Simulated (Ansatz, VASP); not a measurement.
**Two plane-wave programs on In**

```
CELL_PARAMETERS angstrom
-1.97362 1.88362 1.88362
1.88362 -1.97362 1.88362
1.88362 1.88362 -1.97362
ATOMIC_POSITIONS crystal
In 0.00000 0.00000 0.00000
```

Alike in both runs: task single point; functional PBE; k mesh 20 × 20 × 20; occupations gaussian, width 0.15 eV; no spin polarisation.

|  | VASP | Ansatz |
| --- | --- | --- |
| version | VASP 6.6.1 | Ansatz 0.2.0 |
| potentials or method | VASP PAW PBE potentials, release 64 (In_d), cutoff 520 eV | scalar-relativistic, plane waves, PAW |
| valence electrons in the cell | 13 | 13 |

```csv
,VASP,Ansatz,Ansatz less VASP
gap on the k mesh at the Fermi level (eV),none,none,-
pressure (GPa),1.6,1.7,+0.11
"traceless stress, the component that is largest in VASP (GPa)",0.83,0.82,-0.007
```

A gap of «none» marks a metal or a gap that the smearing closes. With one functional, cell and mesh, what is left measures potentials, basis and numerics.
